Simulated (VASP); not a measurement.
Here is a VASP 6.6.1 calculation.

File INCAR:

```
PREC = Accurate ; ENCUT = 500
EDIFF = 1E-6 ; ISMEAR = 1
SIGMA = 0.1 ; LREAL = False
LASPH = True ; NELM = 120
ALGO = Normal ; ISIF = 2
LWAVE = False ; LCHARG = True
GGA = PS ; LELF = True
LVHAR = True ; NBANDS = 14
GGA_COMPAT = False
```

File KPOINTS:

```
regular mesh
0
Gamma
  10 10 10
```

POSCAR

```
NbH
1.0
   -1.5515066834      1.5515066834      1.9158215514
    1.5515066834     -1.5515066834      1.9158215514
    1.5515066834      1.5515066834     -1.9158215514
Nb H
1 1
Direct
    0.0000000000      0.0000000000      0.0000000000
    0.5000000000      0.5000000000      0.0000000000
```

Potentials or basis: VASP PAW PBE potentials, release 64 (Nb_sv, H).

Command:

```console
$ cat potpaw_PBE.64/Nb_sv/POTCAR potpaw_PBE.64/H/POTCAR > POTCAR
$ mpirun -np 1 vasp_std > vasp.out
```

Q: What does it give for the band gap on the k mesh?

A: Zero (band 7 reaches 16.63 eV, above the bottom of band 8 at 11.93 eV).

Q: What does it give for the pressure?

A: 14.4 GPa.

Stress tensor (GPa, compression positive):
```
14.21  0.00  0.00
 0.00 14.21  0.00
 0.00  0.00 14.82
```

Caveat: the PAW data sets were made with another functional, which shifts forces and pressure a little.
